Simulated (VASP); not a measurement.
Input of a VASP 6.6.1 run:

File INCAR:

```
SYSTEM = Zn4Se3S
ALGO = Normal ; EDIFF = 1E-6
ENCUT = 520 ; GGA = PE
ISIF = 2 ; ISMEAR = 0
LASPH = .TRUE. ; LCHARG = .TRUE.
LELF = .TRUE. ; LREAL = .FALSE.
LVHAR = .TRUE. ; LWAVE = .FALSE.
NBANDS = 46 ; NELM = 100
PREC = Accurate ; SIGMA = 0.1
```

The input KPOINTS:

```
k-points
0
G
  4 4 4
  0 0 0
```

Contents of POSCAR:

```
Zn4Se3S
1.0
    5.6590480000      0.0000000000      0.0000000000
    0.0000000000      5.6590480000      0.0000000000
    0.0000000000      0.0000000000      5.6590480000
Zn Se S
4 3 1
Direct
    0.7565560000      0.7565560000      0.7565560000
    0.7565560000      0.2434440000      0.2434440000
    0.2434440000      0.7565560000      0.2434440000
    0.2434440000      0.2434440000      0.7565560000
    0.5000000000      0.5000000000      0.0000000000
    0.5000000000      0.0000000000      0.5000000000
    0.0000000000      0.5000000000      0.5000000000
    0.0000000000      0.0000000000      0.0000000000
```

Potentials or basis: VASP PAW PBE potentials, release 64 (Zn, Se, S).

Launch:

```bash
$ cat potpaw_PBE.64/Zn/POTCAR potpaw_PBE.64/Se/POTCAR potpaw_PBE.64/S/POTCAR > POTCAR
$ mpirun -np 1 vasp_std > vasp.out
```

Task: What does it give for the band gap on the k mesh?

Result: 1.32 eV.

Task: What does it give for the pressure?

Result: 0.2 GPa.

Task: Estimate the largest force.

Result: 0.009 eV/Å.

Forces in eV/Å, atoms in the order of the input:
```
Zn   0.005  0.005  0.005
Zn   0.005 -0.005 -0.005
Zn  -0.005  0.005 -0.005
Zn  -0.005 -0.005  0.005
Se   0.000  0.000  0.000
Se   0.000  0.000  0.000
Se   0.000  0.000  0.000
S    0.000  0.000  0.000
```
